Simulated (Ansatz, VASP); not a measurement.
# C in VASP and in Ansatz

Contents of POSCAR:

```
C
1.0
    0.0000000000      2.1267565396      3.5617636613
    1.2279212041      0.0000000000      3.5617636613
    1.2279212041      2.1267565396      0.0000000000
C
2
Direct
    0.1545351525      0.8454648475      0.2121208330
    0.8332960723      0.1667039277      0.8332960723
```

File INCAR.step1:

```
PREC = Accurate
ENCUT = 520
ISMEAR = 0
SIGMA = 0.05
LREAL = False
LASPH = True
NELM = 80
NBANDS = 11
GGA = PE
ALGO = Normal
EDIFF = 1E-4
LWAVE = True
LCHARG = False
```

INCAR.step2

```
PREC = Accurate
ENCUT = 520
EDIFF = 1E-6
ISMEAR = 0
SIGMA = 0.05
LREAL = False
LASPH = True
NELM = 80
ALGO = Normal
ISIF = 2
LWAVE = False
LCHARG = False
METAGGA = R2SCAN
LMIXTAU = True
NBANDS = 11
ISTART = 1
```

File KPOINTS:

```
regular mesh
0
Gamma
  14 14 14
```

Input for Ansatz:

```yaml
crystal:
  lattice:
    - [0.0, 2.1267565396, 3.5617636613]
    - [1.2279212041, 0.0, 3.5617636613]
    - [1.2279212041, 2.1267565396, 0.0]
  atoms:
    - { symbol: C, position: [0.1545351525, 0.8454648475, 0.212120833] }
    - { symbol: C, position: [0.8332960723, 0.1667039277, 0.8332960723] }
basis:
  ecutwfc: 500
kpoints:
  mp_grid: { grid: [14, 14, 14] }
hamiltonian:
  xc: r2scan
scf:
  occupations: { method: gaussian, width: 0.05 }
output:
  forces: true
  stress: true
  eigenvalues: true
  write_density: true
  write_potential: true
  elf: true
  volumetric_format: npy
```

Alike in both runs: task single point; functional r2SCAN; k mesh 14 × 14 × 14; occupations gaussian, width 0.05 eV; no spin polarisation.

|  | VASP | Ansatz |
| --- | --- | --- |
| version | VASP 6.6.1 | Ansatz 0.2.0 |
| potentials or method | VASP PAW PBE potentials, release 64 (C), cutoff 520 eV | scalar-relativistic, plane waves, PAW |
| valence electrons in the cell | 8 | 8 |

|  | VASP | Ansatz | Ansatz less VASP |
| --- | --- | --- | --- |
| gap on the k mesh at the Fermi level (eV) | 0.21 | 0.22 | +0.003 |
| least direct gap on the mesh (eV) | 0.21 | 0.22 | +0.003 |
| pressure (GPa) | 5.4 | 4.8 | -0.59 |
| traceless stress, the component that is largest in VASP (GPa) | 10.18 | 9.62 | -0.562 |
| rms of the force components (eV/Å) | 3.510 | 3.496 | -0.0145 |

VASP's potentials were made for PBE, not for r2SCAN. Atom by atom the forces differ by 0.015 eV/Å (rms over components).
